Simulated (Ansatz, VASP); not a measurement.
## One calculation of ScAl3P2, two programs

```
CELL_PARAMETERS angstrom
4.58133 0.00000 0.00000
0.00000 4.58133 0.00000
0.00000 0.00000 5.87681
ATOMIC_POSITIONS crystal
Sc 0.00000 0.00000 0.00000
Al 0.50000 0.00000 0.50000
Al 0.00000 0.50000 0.50000
Al 0.00000 0.00000 0.50000
P 0.50000 0.50000 0.15459
P 0.50000 0.50000 0.84541
```

Alike in both runs: task relaxation of cell and atoms; functional PBE; k mesh 4 × 4 × 4; occupations gaussian, width 0.1 eV; no spin polarisation.

|  | VASP | Ansatz |
| --- | --- | --- |
| version | VASP 6.6.1 | Ansatz 0.2.0 |
| potentials or method | VASP PAW PBE potentials, release 64 (Sc_sv, Al, P), cutoff 600 eV | scalar-relativistic, plane waves, PAW |
| valence electrons in the cell | 30 | 30 |

VASP gave:

```
gap on the k mesh at the Fermi level, each at its own relaxed structure (eV) : none
relaxed volume (Å³/atom)                                                     : 20.85
relaxed cell length with the largest relative difference (Å)                 : 5.225
```

Q: Which values does Ansatz return?

A: gap on the k mesh at the Fermi level, each at its own relaxed structure (eV): none; relaxed volume (Å³/atom): 20.83; relaxed cell length with the largest relative difference (Å): 5.220.

A gap of «none» marks a metal or a gap that the smearing closes.
